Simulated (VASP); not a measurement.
A run of VASP 6.6.1:

File INCAR:

```
SYSTEM = NiO
ALGO     = Normal         ! electronic algorithm
EDIFF    = 1E-6           ! SCF threshold, eV
ENCUT    = 520            ! plane-wave cutoff, eV
GGA      = PS             ! functional
ISIF     = 2              ! what is computed and relaxed
ISMEAR   = -1             ! smearing method
ISPIN    = 2              ! spin polarisation
IVDW     = 13             ! dispersion correction
LASPH    = .True.         ! aspherical terms in the spheres
LCHARG   = .False.        ! write CHGCAR
LMAXMIX  = 4              ! l up to which the mixer works
LORBIT   = 11             ! projections on sites
LREAL    = .False.        ! projectors in reciprocal space
LWAVE    = .False.        ! write WAVECAR
MAGMOM   = 1 0            ! initial moments
NBANDS   = 19             ! bands
NELM     = 150            ! most SCF steps
PREC     = Accurate       ! precision mode
SIGMA    = 0.05           ! smearing width, eV
```

File KPOINTS:

```
k-points
0
Gamma
  11 11 11
  0 0 0
```

POSCAR

```
NiO
1.0
    0.0000000000      2.0433202721      2.0433202721
    2.0433202721      0.0000000000      2.0433202721
    2.0433202721      2.0433202721      0.0000000000
Ni O
1 1
Direct
    0.0000000000      0.0000000000      0.0000000000
    0.5000000000      0.5000000000      0.5000000000
```

Potentials or basis: VASP PAW PBE potentials, release 64 (Ni, O).

Command:

```sh
$ cat potpaw_PBE.64/Ni/POTCAR potpaw_PBE.64/O/POTCAR > POTCAR
$ mpirun -np 1 vasp_std > vasp.out
```

Hardware: 1 thread of Intel(R) Xeon(R) 6975P-C (Granite Rapids) (shared host).

Q: How long does it take, and how much memory?

A: Wall time 24 s on 1 thread of Intel(R) Xeon(R) 6975P-C (Granite Rapids) (shared host), peak memory 0.16 GiB. Counts: scf iterations 23, k points 56.
